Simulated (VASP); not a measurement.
# BiWN3 (P6_3/mmc) in VASP: single point with PBEsol

Aim: the single point of BiWN3 with PBEsol.

Everything below comes from runs of VASP 6.6.1. Logs are shortened: lines on timing, memory, paths and dates and some standing lists are left out, and cuts for length are marked.

## (1) The cell of the first run

Symmetry: P6_3/mmc, No. 194, hexagonal system. Conventional cell: a = 5.471 Å, b = 5.471 Å, c = 5.108 Å, α = 90.00°, β = 90.00°, γ = 120.00°. Within 3.6 Å of Bi (site symmetry -6m2) lie 12 N at 2.74 to 3.00 Å and 6 W at 3.41 Å. W (site symmetry -3m) has 6 N at 2.03 Å and 2 W at 2.55 Å within 2.7 Å. N (site symmetry mm2) has 2 W at 2.03 Å and 4 N at 2.73 to 2.74 Å and 2 Bi at 2.74 Å within 2.8 Å.

## (2) Single point, PBEsol

Contents of INCAR:

```
PREC = Accurate
ENCUT = 520
EDIFF = 1E-7
ISMEAR = -1
SIGMA = 0.03
LREAL = False
LASPH = True
NELM = 60
ALGO = Normal
ISIF = 2
LWAVE = False
LCHARG = False
GGA = PS
NBANDS = 55
```

Contents of KPOINTS:

```
regular mesh
0
Gamma
  6 6 6
```

Contents of POSCAR:

```
BiWN3
1.0
    5.4709255128      0.0000000026      0.0000000000
   -2.7354627586      4.7379604750      0.0000000000
    0.0000000000      0.0000000000      5.1077059224
Bi W N
2 2 6
Direct
    0.6666666667      0.3333333333      0.2500000000
    0.3333333333      0.6666666667      0.7500000000
    0.0000000000      0.0000000000      0.5000000000
    0.0000000000      0.0000000000      0.0000000000
    0.3327111459      0.1663555730      0.7500000000
    0.6672888541      0.8336444270      0.2500000000
    0.8336444270      0.1663555730      0.7500000000
    0.1663555730      0.8336444270      0.2500000000
    0.8336444270      0.6672888541      0.7500000000
    0.1663555730      0.3327111459      0.2500000000
```

Potentials or basis: VASP PAW PBE potentials, release 64 (Bi_d, W_sv, N).

The run is started by

```console
> cat potpaw_PBE.64/Bi_d/POTCAR potpaw_PBE.64/W_sv/POTCAR potpaw_PBE.64/N/POTCAR > POTCAR
> mpirun -np 1 vasp_std > vasp.out
```

OUTCAR:

```text
PREC = Accurate
   ENCUT = 520
   EDIFF = 1E-7
   ISMEAR = -1
   LREAL = False
   LASPH = True
   NELM = 60
   ISIF = 2
   GGA = PS

 ion  position               nearest neighbor table
   1  0.667  0.333  0.250-   6 2.74   6 2.74  10 2.74  10 2.74   8 2.74   8 2.74   3 3.41   4 3.41
                             3 3.41   4 3.41   3 3.41   4 3.41
   2  0.333  0.667  0.750-   5 2.74   5 2.74   9 2.74   9 2.74   7 2.74   7 2.74   3 3.41   4 3.41
                             3 3.41   4 3.41   3 3.41   4 3.41
   3  0.000  0.000  0.500-   9 2.03  10 2.03   5 2.03   6 2.03   7 2.03   8 2.03   4 2.55   4 2.55
                             1 3.41   2 3.41   2 3.41   1 3.41   1 3.41   2 3.41
   4  0.000  0.000  0.000-   9 2.03  10 2.03   5 2.03   6 2.03   7 2.03   8 2.03   3 2.55   3 2.55
                             1 3.41   2 3.41   2 3.41   1 3.41   1 3.41   2 3.41
   5  0.333  0.166  0.750-   3 2.03   4 2.03   2 2.74   2 2.74
   6  0.667  0.834  0.250-   3 2.03   4 2.03   1 2.74   1 2.74
   7  0.834  0.166  0.750-   3 2.03   4 2.03   2 2.74   2 2.74
   8  0.166  0.834  0.250-   3 2.03   4 2.03   1 2.74   1 2.74
   9  0.834  0.667  0.750-   3 2.03   4 2.03   2 2.74   2 2.74
  10  0.166  0.333  0.250-   3 2.03   4 2.03   1 2.74   1 2.74

  LATTYP: Found a hexagonal cell.
 ALAT       =     5.4709255128
 C/A-ratio  =     0.9336091143

  Lattice vectors:

 A1 = (   5.4709255128,   0.0000000026,   0.0000000000)
 A2 = (  -2.7354627586,   4.7379604750,   0.0000000000)
 A3 = (   0.0000000000,   0.0000000000,   5.1077059224)

Analysis of symmetry for initial positions (statically):
=====================================================================
 Subroutine PRICEL returns:
 Original cell was already a primitive cell.

 Routine SETGRP: Setting up the symmetry group for a
 hexagonal supercell.

 Subroutine GETGRP returns: Found 24 space group operations
 (whereof 12 operations were pure point group operations)
 out of a pool of 24 trial point group operations.

The static configuration has the point symmetry D_3d.
 The point group associated with its full space group is D_6h.

Analysis of symmetry for dynamics (positions and initial velocities):
=====================================================================
 Subroutine PRICEL returns:
 Original cell was already a primitive cell.

 Routine SETGRP: Setting up the symmetry group for a
 hexagonal supercell.

 Subroutine GETGRP returns: Found 24 space group operations
 (whereof 12 operations were pure point group operations)
 out of a pool of 24 trial point group operations.

The dynamic configuration has the point symmetry D_3d.
 The point group associated with its full space group is D_6h.

 Subroutine INISYM returns: Found 24 space group operations
 (whereof 12 operations are pure point group operations),
 and found     1 'primitive' translations

----------------------------------------------------------------------------------------

                                     Primitive cell

  volume of cell :     132.3970

  direct lattice vectors                    reciprocal lattice vectors
     5.470925513  0.000000003  0.000000000     0.182784430  0.105530640  0.000000000
    -2.735462759  4.737960475  0.000000000    -0.000000000  0.211061279  0.000000000
     0.000000000  0.000000000  5.107705922     0.000000000  0.000000000  0.195782611

  length of vectors
     5.470925513  5.470925513  5.107705922     0.211061279  0.211061279  0.195782611

  position of ions in fractional coordinates (direct lattice)
     0.666666667  0.333333333  0.250000000
     0.333333333  0.666666667  0.750000000
     0.000000000  0.000000000  0.500000000
     0.000000000  0.000000000  0.000000000
     0.332711146  0.166355573  0.750000000
     0.667288854  0.833644427  0.250000000
     0.833644427  0.166355573  0.750000000
     0.166355573  0.833644427  0.250000000
     0.833644427  0.667288854  0.750000000
     0.166355573  0.332711146  0.250000000

  ion indices of the primitive-cell ions
   primitive index   ion index
                 1           1
                 2           2
                 3           3
                 4           4
                 5           5
                 6           6
                 7           7
                 8           8
                 9           9
                10          10

----------------------------------------------------------------------------------------

 KPOINTS: regular mesh

Automatic generation of k-mesh.
 Grid dimensions read from file:
 generate k-points for:    6    6    6

 Generating k-lattice:

  Cartesian coordinates                     Fractional coordinates (reciprocal lattice)
     0.030464072  0.017588440  0.000000000     0.166666667  0.000000000  0.000000000
    -0.000000000  0.035176880  0.000000000     0.000000000  0.166666667  0.000000000
     0.000000000  0.000000000  0.032630435     0.000000000  0.000000000  0.166666667

  Length of vectors
     0.035176880  0.035176880  0.032630435

  Shift w.r.t. Gamma in fractional coordinates (k-lattice)
     0.000000000  0.000000000  0.000000000

 Subroutine IBZKPT returns following result:
 ===========================================

 Found     28 irreducible k-points:

 Following reciprocal coordinates:
            Coordinates               Weight
  0.000000  0.000000  0.000000      1.000000
  0.166667 -0.000000  0.000000      6.000000
  0.333333 -0.000000  0.000000      6.000000
  0.500000 -0.000000  0.000000      3.000000
  0.166667  0.166667  0.000000      6.000000
  0.333333  0.166667  0.000000     12.000000
[... 16 lines left out ...]
  0.166667 -0.000000  0.500000      6.000000
  0.333333 -0.000000  0.500000      6.000000
 [... further k-points ...]
   k-points           NKPTS =     28   k-points in BZ     NKDIM =     28   number of bands    NBANDS=     55
   number of dos      NEDOS =    301   number of ions     NIONS =     10
   total plane-waves  NPLWV =  70560
   dimension x,y,z NGX =    42 NGY =   42 NGZ =   40
   dimension x,y,z NGXF=    84 NGYF=   84 NGZF=   80
   ions per type =               2   2   6
   NGX,Y,Z   is equivalent  to a cutoff of  12.76, 12.76, 13.02 a.u.
   NGXF,Y,Z  is equivalent  to a cutoff of  25.53, 25.53, 26.04 a.u.
 SYSTEM =  unknown system
   PREC   = accura    normal or accurate (medium, high low for compatibility)
   ISTART =      0    job   : 0-new  1-cont  2-samecut
   ICHARG =      2    charge: 1-file 2-atom 10-const
   ISPIN  =      1    spin polarized calculation?
   LNONCOLLINEAR =      F non collinear calculations
   LSORBIT =      F    spin-orbit coupling
   LASPH  =      T    aspherical Exc in radial PAW
   ENCUT  =  520.0 eV  38.22 Ry    6.18 a.u.  10.17 10.17  9.50*2*pi/ulx,y,z
   NELM   =     60;   NELMIN=  2; NELMDL= -5     # of ELM steps
   EDIFF  = 0.1E-06   stopping-criterion for ELM
   LREAL  =      F    real-space projection
   EDIFFG = 0.1E-05   stopping-criterion for IOM
   NSW    =      0    number of steps for IOM
   IBRION =     -1    ionic relax: 0-MD 1-quasi-New 2-CG
   NFREE  =      0    steps in history (QN), initial steepest desc. (CG)
   ISIF   =      2    stress and relaxation
   ISYM   =      2    0-nonsym 1-usesym 2-fastsym
   POTIM  = 0.5000    time-step for ionic-motion
   TEBEG  =    0.0;   TEEND  =   0.0 temperature during run
   PSTRESS=    0.0 pullay stress
   NELECT =      88.0000    total number of electrons
   NUPDOWN=      -1.0000    fix difference up-down
   EMIN   =  10.00;   EMAX   =-10.00  energy-range for DOS
   EFERMI =   0.00;   METHOD = LEGACY
   ISMEAR =    -1;   SIGMA  =   0.03  broadening in eV -4-tet -1-fermi 0-gaus
   EFERMI_NEDOS =   21; number of points for ismear=-14 and -15
   IALGO  =     38    algorithm
   IMIX   =      4    mixing-type and parameters
     AMIX     =   0.40;   BMIX     =  1.00
     AMIX_MAG =   1.60;   BMIX_MAG =  1.00
  volume/ion in A,a.u.               =      13.24        89.35
  Fermi-wavevector in a.u.,A,eV,Ry     =   1.428706  2.699864 27.772242  2.041202
  Thomas-Fermi vector in A             =   2.548739
   LORBIT       =      0    0 simple, 1 ext, 2 COOP (PROOUT), +10 PAW based schemes
   GGA     = PS    functional components
   LHFCALC =     F    Hartree Fock is set to
   AEXX    =    0.0000 exact exchange contribution
   IVDW    =     0    specifies the selected vdW correction
   LEPSILON=     F    determine dielectric tensor
   LRPA    =     F    only Hartree local field effects (RPA)
 non-spin polarized calculation
  energy-cutoff  :      520.00
  volume of cell :      132.40
 maximum number of plane-waves:      3590
 NGX is ok and might be reduce to    42
   NGX = 21   NGY = 21   NGZ = 19

 number of electron      88.0000002 magnetization

 Free energy of the ion-electron system (eV)
  ---------------------------------------------------
  ext. energy  EPLUGINS =         0.00000000
  ---------------------------------------------------
  free energy    TOTEN  =       -81.11124503 eV

  energy without entropy =      -81.09957290  energy(sigma->0) =      -81.10540897

 E-fermi :   8.0088     XC(G=0): -11.9907

 val. band max:        7.9906001108   @ k =   0.0000   0.0000   0.5000
 cond. band min:       8.0322652059   @ k =   0.1667  -0.0000   0.0000
 fundamental gap:      0.0416650951
 Fermi energy:         8.0088218796

 k-point     1 :       0.0000    0.0000    0.0000
  band No.  band energies     occupation
      1     -66.9980      2.00000
      2     -66.8527      2.00000
      3     -32.2454      2.00000
      4     -31.3414      2.00000
      5     -31.3414      2.00000
      6     -31.0762      2.00000
[... 47 lines left out ...]
     54      13.1181      0.00000
     55      13.1181      0.00000

 k-point     2 :       0.1667   -0.0000    0.0000
  band No.  band energies     occupation
      1     -66.9980      2.00000
      2     -66.8527      2.00000
      3     -32.2453      2.00000
      4     -31.3415      2.00000
      5     -31.3414      2.00000
      6     -31.0762      2.00000
[... 47 lines left out ...]
     54      12.7144      0.00000
     55      12.9590      0.00000
[... 1216 lines left out ...]
     54      12.3962      0.00000
     55      12.8123      0.00000

 k-point    24 :       0.3333   -0.0000    0.5000
  band No.  band energies     occupation
      1     -66.9258      2.00000
      2     -66.9258      2.00000
      3     -31.4011      2.00000
      4     -31.4011      2.00000
      5     -31.2109      2.00000
      6     -31.2109      2.00000
[... 47 lines left out ...]
     54      11.3035      0.00000
     55      12.4838      0.00000

 [... further k-points ...]
[... 5 lines left out ...]
  --------------------------------------------------------------------------------------
  -------------------------------------------------------------------------------------
  Total        0.5459495      0.5459495      0.9090876      0.0000000     -0.0000000      0.0000000
  in kB        6.6067057      6.6067057     11.0011524      0.0000000     -0.0000000      0.0000000
  external PRESSURE =       8.0715213 kB  Pullay stress =       0.0000000 kB

 VOLUME and BASIS-vectors are now :
 -----------------------------------------------------------------------------
  energy-cutoff  :      520.00
  volume of cell :      132.40
      direct lattice vectors                 reciprocal lattice vectors
     5.470925513  0.000000003  0.000000000     0.182784430  0.105530640  0.000000000
    -2.735462759  4.737960475  0.000000000    -0.000000000  0.211061279  0.000000000
     0.000000000  0.000000000  5.107705922     0.000000000  0.000000000  0.195782611

 POSITION                                       TOTAL-FORCE (eV/Angst)
 -----------------------------------------------------------------------------------
      2.73546      1.57932      1.27693         0.000000      0.000000      0.000000
     -0.00000      3.15864      3.83078         0.000000      0.000000      0.000000
      0.00000      0.00000      2.55385         0.000000      0.000000      0.000000
      0.00000      0.00000      0.00000         0.000000      0.000000      0.000000
      1.36518      0.78819      3.83078         0.100242      0.057875      0.000000
      1.37028      3.94977      1.27693        -0.100242     -0.057875     -0.000000
      4.10575      0.78819      3.83078        -0.100242      0.057875     -0.000000
     -1.37028      3.94977      1.27693         0.100242     -0.057875      0.000000
      2.73546      3.16159      3.83078         0.000000     -0.115749     -0.000000
     -0.00000      1.57637      1.27693        -0.000000      0.115749      0.000000
 -----------------------------------------------------------------------------------
    total drift:                               -0.000000      0.000000      0.000000

  FREE ENERGIE OF THE ION-ELECTRON SYSTEM (eV)
  ---------------------------------------------------
  free  energy   TOTEN  =       -81.1112450331 eV

  energy  without entropy=      -81.0995728984  energy(sigma->0) =      -81.10540897
```

Wall time 4.4 min (1 thread of AMD EPYC 7R43 (Zen 3), shared host); peak memory 0.32 GiB.

Results:

```
Free energy            : -81.1112 eV
Pressure               : 0.8 GPa
Largest force          : 0.116 eV/Å
Band gap on the k mesh : zero (bands 44 and 45 overlap by 0.02 eV)
```

Forces in eV/Å, atoms in the order of the input:
```
Bi   0.000  0.000  0.000
Bi   0.000  0.000  0.000
W    0.000  0.000  0.000
W    0.000  0.000  0.000
N    0.100  0.058  0.000
N   -0.100 -0.058  0.000
N   -0.100  0.058  0.000
N    0.100 -0.058  0.000
N    0.000 -0.116  0.000
N    0.000  0.116  0.000
```

Caveat: the PAW data sets were made with another functional, which shifts forces and pressure a little; spin-orbit coupling is left out, which moves the levels of the heavy elements.
